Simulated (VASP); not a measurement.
Si2Mo: single point with PBE

The system is Si2Mo.

```
Mo Si
1.0
    -1.62106    1.62106    3.98222
     1.62106   -1.62106    3.98222
     1.62106    1.62106   -3.98222
Mo Si
1 2
Direct
  0.00000 0.00000 0.00000
  0.66700 0.66700 0.00000
  0.33300 0.33300 0.00000
```

* Program: VASP 6.6.1
* Task: single point
* Functional: PBE
* Potentials or basis: VASP PAW PBE potentials, release 64 (Mo_sv, Si)
* Cutoff: 520 eV
* k mesh: 12 × 12 × 12
* Occupations: fermi-dirac, width 0.05 eV
* Spin: no spin polarisation

```yaml
Pressure: -5.5 GPa
Largest_force: 0.334 eV/Å
Band_gap_on_the_k_mesh: zero (bands 11 and 12 overlap by 1.01 eV)
```

Forces in eV/Å, atoms in the order of the input:
```
Mo   0.000  0.000  0.000
Si   0.000  0.000 -0.334
Si   0.000  0.000  0.334
```

Stress tensor (GPa, compression positive):
```
-4.74  0.00  0.00
 0.00 -4.74  0.00
 0.00  0.00 -6.88
```

Levels at points of the mesh, in eV from the Fermi level:
```tsv
k point	band 8	band 9	band 10	band 11	band 12	band 13	band 14	band 15
(0.00, 0.00, 0.00)	-2.84	-2.55	-2.55	0.39	2.83	3.24	3.52	3.52
(0.50, 0.00, 0.00)	-4.36	-2.49	-2.40	-0.48	2.13	2.94	3.72	4.13
(0.50, 0.50, 0.00)	-5.30	-4.35	-2.91	-1.13	2.18	2.53	2.85	3.11
(0.50, 0.50, 0.50)	-2.18	-0.56	-0.56	-0.53	-0.53	0.51	4.45	4.70
```

Run time: 110 s on 1 thread of AMD EPYC 9R45 96-Core Processor (Zen 5), on a shared host, peak memory 0.25 GiB.

Caveat: the cell stands under tension.
